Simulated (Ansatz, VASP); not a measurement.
## Two plane-wave programs on Al

```
CELL_PARAMETERS angstrom
0.00000 1.99565 1.99565
1.99565 0.00000 1.99565
1.99565 1.99565 0.00000
ATOMIC_POSITIONS crystal
Al 0.00000 0.00000 0.00000
```

Alike in both runs: task single point; functional r2SCAN; k mesh 18 × 18 × 18; occupations gaussian, width 0.05 eV; no spin polarisation.

|  | VASP | Ansatz |
| --- | --- | --- |
| version | VASP 6.6.1 | Ansatz 0.2.0 |
| potentials or method | VASP PAW PBE potentials, release 64 (Al), cutoff 520 eV | scalar-relativistic, plane waves, PAW |
| valence electrons in the cell | 3 | 3 |

|  | VASP | Ansatz | Ansatz less VASP |
| --- | --- | --- | --- |
| gap on the k mesh at the Fermi level (eV) | none | none | - |
| pressure (GPa) | -0.3 | 0.0 | +0.32 |

VASP's potentials were made for PBE, not for r2SCAN. A gap of «none» marks a metal or a gap that the smearing closes.
